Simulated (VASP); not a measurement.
# Hg in VASP: further runs, part 2 of 2

VASP 6.6.1. Earlier steps stand in the parts before.

**3. Single point, BLYP**

INCAR reads:

```
AGGAC = 1.0
AGGAX = 1.0
ALDAC = 0.0
ALDAX = 1.0
ALGO = Normal
EDIFF = 1E-6
ENCUT = 520
GGA = B5
ISIF = 2
ISMEAR = -5
LASPH = T
LCHARG = T
LELF = T
LREAL = F
LVHAR = T
LWAVE = F
NBANDS = 19
NELECT = 23.75
NELM = 80
PREC = Accurate
SIGMA = 0.1
```

KPOINTS reads:

```
k-points
0
Gamma
  6 6 4
```

POSCAR reads:

```
Hg
1.0
    3.4618096384      0.0000000000      0.0000000000
   -1.7309048192      2.9980150899      0.0000000000
    0.0000000000      0.0000000000      5.4875482800
Hg
2
Direct
    0.6666666667      0.3333333333      0.7500000000
    0.3333333333      0.6666666667      0.2500000000
```

Potentials or basis: VASP PAW PBE potentials, release 64 (Hg).

The run is started by

```
cat potpaw_PBE.64/Hg/POTCAR > POTCAR
mpirun -np 1 vasp_std > vasp.out
```

OUTCAR:

```text
EDIFF = 1E-6
   ENCUT = 520
   GGA = B5
   ISIF = 2
   ISMEAR = -5
   LASPH = T
   LREAL = F
   NELECT = 23.75
   NELM = 80
   PREC = Accurate

 ion  position               nearest neighbor table
   1  0.667  0.333  0.750-   2 3.39   2 3.39   2 3.39   2 3.39   2 3.39   2 3.39
   2  0.333  0.667  0.250-   1 3.39   1 3.39   1 3.39   1 3.39   1 3.39   1 3.39

  LATTYP: Found a hexagonal cell.
 ALAT       =     3.4618096384
 C/A-ratio  =     1.5851675433

[... 648 lines left out ...]
     19      15.5865      0.00000

------------------------ aborting loop because EDIFF is reached ----------------------------------------

  FORCE on cell =-STRESS in cart. coord.  units (eV):
  Direction    XX          YY          ZZ          XY          YZ          ZX
  --------------------------------------------------------------------------------------
  -------------------------------------------------------------------------------------
  Total       -0.4773923     -0.4773923     -0.3526736      0.0000000     -0.0000000      0.0000000
  in kB      -13.4298331    -13.4298331     -9.9212918      0.0000000     -0.0000000      0.0000000
  external PRESSURE =     -12.2603194 kB  Pullay stress =       0.0000000 kB

 VOLUME and BASIS-vectors are now :
 -----------------------------------------------------------------------------
  energy-cutoff  :      520.00
  volume of cell :       56.95
      direct lattice vectors                 reciprocal lattice vectors
     3.461809638  0.000000000  0.000000000     0.288866259  0.166777012  0.000000000
    -1.730904819  2.998015090  0.000000000     0.000000000  0.333554025  0.000000000
     0.000000000  0.000000000  5.487548280     0.000000000  0.000000000  0.182230743

 POSITION                                       TOTAL-FORCE (eV/Angst)
 -----------------------------------------------------------------------------------
      1.73090      0.99934      4.11566        -0.000000     -0.000000      0.000000
     -0.00000      1.99868      1.37189         0.000000      0.000000      0.000000
 -----------------------------------------------------------------------------------
    total drift:                               -0.000000      0.000000     -0.000000

  FREE ENERGIE OF THE ION-ELECTRON SYSTEM (eV)
  ---------------------------------------------------
  free  energy   TOTEN  =         0.1149033755 eV

  energy  without entropy=        0.1149033755  energy(sigma->0) =        0.11490338
```

Run time: 28 s. Hardware: 1 thread of Intel Xeon 6975P-C, shared host; peak memory 0.18 GiB.

What came out:

```
Free energy : 0.1149 eV
```

Levels at points of the mesh, in eV from the Fermi level:
| k point | band 9 | band 10 | band 11 | band 12 | band 13 | band 14 | band 15 | band 16 |
| --- | --- | --- | --- | --- | --- | --- | --- | --- |
| (0.00, 0.00, 0.00) | -5.27 | -4.75 | -4.75 | -0.69 | 0.50 | 11.60 | 11.60 | 13.80 |
| (0.50, 0.00, 0.00) | -4.67 | -4.66 | -1.61 | -0.93 | 3.22 | 4.10 | 4.95 | 7.26 |
| (0.00, 0.00, 0.50) | -4.91 | -4.91 | -4.77 | -4.77 | 7.33 | 7.33 | 12.61 | 12.61 |
| (0.50, 0.00, 0.50) | -4.70 | -4.70 | -0.52 | -0.52 | 1.14 | 1.14 | 9.12 | 9.12 |

Caveat: the cell carries a net charge on a neutralising background, which shifts energy and pressure; the cell is charged against a uniform background, so pressure and absolute levels hang on convention; the PAW data sets were made with another functional, which shifts forces and pressure a little; spin-orbit coupling is left out, which moves the levels of the heavy elements; tetrahedron occupations give inexact forces and stress in metals.

**4. Single point, PBE+U**

INCAR reads:

```
ALGO     = Normal         # electronic algorithm
EDIFF    = 1E-6           # SCF threshold, eV
ENCUT    = 520            # plane-wave cutoff, eV
GGA      = PE             # functional
ISIF     = 2              # what is computed and relaxed
ISMEAR   = 0              # smearing method
LASPH    = True           # aspherical terms in the spheres
LCHARG   = False          # write CHGCAR
LDAU     = True           # DFT+U
LDAUJ    = 0.32         
LDAUL    = 2              # shell
LDAUPRINT= 1            
LDAUTYPE = 1            
LDAUU    = 5              # U, eV
LREAL    = False          # projectors in reciprocal space
LWAVE    = False          # write WAVECAR
NBANDS   = 19             # bands
NELM     = 150            # most SCF steps
PREC     = Accurate       # precision mode
SIGMA    = 0.1            # smearing width, eV
```

KPOINTS is that of step 3.

POSCAR is that of step 3.

The run is started by

```
cat potpaw_PBE.64/Hg/POTCAR > POTCAR
mpirun -np 1 vasp_std > vasp.out
```

It took 16 s on 1 thread of Intel Xeon 6975P-C, shared host; peak memory 0.18 GiB.

It converged, with:

| Quantity | Value |
| --- | --- |
| Free energy | 1.7550 eV |
| Pressure | 1.6 GPa |
| Band gap on the k mesh | zero (band 12 reaches 0.77 eV, above the bottom of band 13 at 0.76 eV) |

Stress tensor (GPa, compression positive):
```
1.46 0.00 0.00
0.00 1.46 0.00
0.00 0.00 1.74
```

Levels at points of the mesh, in eV from the Fermi level:
| k point | band 10 | band 11 | band 12 | band 13 | band 14 | band 15 |
| --- | --- | --- | --- | --- | --- | --- |
| (0.00, 0.00, 0.00) | -7.22 | -6.99 | -1.33 | -0.09 | 11.23 | 11.23 |
| (0.50, 0.00, 0.00) | -7.14 | -2.27 | -1.46 | 2.78 | 3.61 | 4.32 |
| (0.00, 0.00, 0.50) | -7.37 | -5.45 | -5.45 | 6.69 | 6.69 | 12.27 |
| (0.50, 0.00, 0.50) | -7.18 | -1.07 | -1.07 | 0.52 | 0.52 | 8.63 |

Eigenvalues of the final occupation matrices:
| site | spin | trace | eigenvalues |
| --- | --- | --- | --- |
| site 1 d | 1 | 4.85 | 0.97 0.97 0.97 0.97 0.97 |
| site 1 d | 2 | 4.85 | 0.97 0.97 0.97 0.97 0.97 |
| site 2 d | 1 | 4.85 | 0.97 0.97 0.97 0.97 0.97 |
| site 2 d | 2 | 4.85 | 0.97 0.97 0.97 0.97 0.97 |

Caveat: spin-orbit coupling is left out, which moves the levels of the heavy elements; U without spin polarisation on a metal has little footing; the U is typed as a test and isn't derived for this compound.

**5. Single point, PBE**

This run uses another cell than the first one, of 28.55 Å³/atom, 1.002 times its volume.

INCAR reads:

```
SYSTEM = Hg
PREC = Accurate ; ENCUT = 520
EDIFF = 1E-7 ; ISMEAR = 0
SIGMA = 0.1 ; LREAL = .FALSE.
LASPH = .TRUE. ; NELM = 100
ALGO = Normal ; ISIF = 2
LWAVE = .FALSE. ; LCHARG = .FALSE.
GGA = PE ; NBANDS = 19
```

KPOINTS reads:

```
regular mesh
0
G
  6 6 4
  0 0 0
```

POSCAR reads:

```
Hg
1.0
    3.4440108928     -0.0342330899     -0.0048412048
   -1.7516521719      3.0024362371     -0.0225860903
   -0.0076741207     -0.0457720957      5.5536516946
Hg
2
Direct
    0.6666666667      0.3333333333      0.7500000000
    0.3333333333      0.6666666667      0.2500000000
```

Potentials or basis: VASP PAW PBE potentials, release 64 (Hg).

The run is started by

```
cat potpaw_PBE.64/Hg/POTCAR > POTCAR
mpirun -np 1 vasp_std > vasp.out
```

OUTCAR:

```text
SYSTEM = Hg
   PREC = Accurate
   ENCUT = 520
   EDIFF = 1E-7
   ISMEAR = 0
   LREAL = .FALSE.
   LASPH = .TRUE.
   NELM = 100
   ISIF = 2
   GGA = PE

 ion  position               nearest neighbor table
   1  0.667  0.333  0.750-   2 3.39   2 3.39   2 3.42   2 3.42   2 3.44   2 3.44
   2  0.333  0.667  0.250-   1 3.39   1 3.39   1 3.42   1 3.42   1 3.44   1 3.44

  LATTYP: Found a triclinic cell.
 ALAT       =     3.4168787248
 B/A-ratio  =     1.0079914170
 C/A-ratio  =     1.6254149073
 COS(alpha) =     0.0027053499
 COS(beta)  =     0.0158704112
 COS(gamma) =     0.4866458576

  Lattice vectors:
[... 193 lines left out ...]
      5      -4.9759      2.00000
      6      -4.9586      2.00000
[... 505 lines left out ...]
      6      -4.6193      2.00000
[... 11 lines left out ...]
     18      11.0436      0.00000
     19      12.2778      0.00000

 [... further k-points ...]
[... 5 lines left out ...]
  --------------------------------------------------------------------------------------
  -------------------------------------------------------------------------------------
  Total        0.3629118      0.3947194      0.5165513     -0.0105873      0.0073042      0.0007291
  in kB       10.1847746     11.0774272     14.4965228     -0.2971229      0.2049853      0.0204624
  external PRESSURE =      11.9195749 kB  Pullay stress =       0.0000000 kB

 VOLUME and BASIS-vectors are now :
 -----------------------------------------------------------------------------
  energy-cutoff  :      520.00
  volume of cell :       57.09
      direct lattice vectors                 reciprocal lattice vectors
     3.444010893 -0.034233090 -0.004841205     0.292055444  0.170401750  0.001807984
    -1.751652172  3.002436237 -0.022586090     0.003334037  0.335028778  0.002765848
    -0.007674121 -0.045772096  5.553651695     0.000268148  0.001511067  0.180074531

 POSITION                                       TOTAL-FORCE (eV/Angst)
 -----------------------------------------------------------------------------------
      1.70637      0.94366      4.15448        -0.013141     -0.003751     -0.000314
     -0.02168      1.97877      1.37174         0.013141      0.003751      0.000314
 -----------------------------------------------------------------------------------
    total drift:                                0.000000     -0.000000     -0.000000

  FREE ENERGIE OF THE ION-ELECTRON SYSTEM (eV)
  ---------------------------------------------------
  free  energy   TOTEN  =        -0.3410650093 eV

  energy  without entropy=       -0.3394625087  energy(sigma->0) =       -0.34026376
```

stdout:

```text
POSCAR found type information on POSCAR Hg
 POSCAR found :  1 types and       2 ions
 scaLAPACK will be used
 LDA part: xc-table for (Slater+PW92), standard interpolation
 POSCAR, INCAR and KPOINTS ok, starting setup
 FFT: planning ... GRIDC
 FFT: planning ... GRID_SOFT
 FFT: planning ... GRID
 WAVECAR not read
 entering main loop
```

It took 48 s on 1 thread of Intel Xeon 6975P-C, shared host; peak memory 0.21 GiB.

Results:

| Property | Result |
| --- | --- |
| Free energy | -0.3411 eV |
| Pressure | 1.2 GPa |
| Largest force | 0.014 eV/Å |
| Band gap on the k mesh | zero (band 12 reaches 0.79 eV, above the bottom of band 13 at 0.62 eV) |

Forces in eV/Å, atoms in the order of the input:
```
Hg  -0.013 -0.004  0.000
Hg   0.013  0.004  0.000
```

Stress tensor (GPa, compression positive):
```
 1.02 -0.03  0.00
-0.03  1.11  0.02
 0.00  0.02  1.45
```

Caveat: spin-orbit coupling is left out, which moves the levels of the heavy elements.

**6. Overview**

```tsv
level	U	cell	LDAUTYPE	hund's J	gap on the mesh (eV)	pressure (GPa)
PBE	-	a = 3.462, b = 3.462, c = 5.488 Å, angles 90.0, 90.0, 120.0°, 2 atoms	-	-	none	1.3
PBE+U	Hg d U = 5.0 eV, J = 0.32 eV	a = 3.462, b = 3.462, c = 5.488 Å, angles 90.0, 90.0, 120.0°, 2 atoms	1	0.32	none	1.6
PBE	-	a = 3.444, b = 3.476, c = 5.554 Å, angles 90.7, 90.2, 120.8°, 2 atoms	-	-	none	1.2
```

Alike in all rows: task single point; potentials or basis VASP PAW PBE potentials, release 64 (Hg); no spin polarisation; k mesh 6 × 6 × 4; cutoff (eV) 520; smearing gaussian 0.1 eV.

Caveats: spin-orbit coupling is left out, which moves the levels of the heavy elements; U without spin polarisation on a metal has little footing (some runs); the U is typed as a test and isn't derived for this compound (some runs).

Total energies depend on the potentials used, so only differences within one code and one set of settings carry meaning.
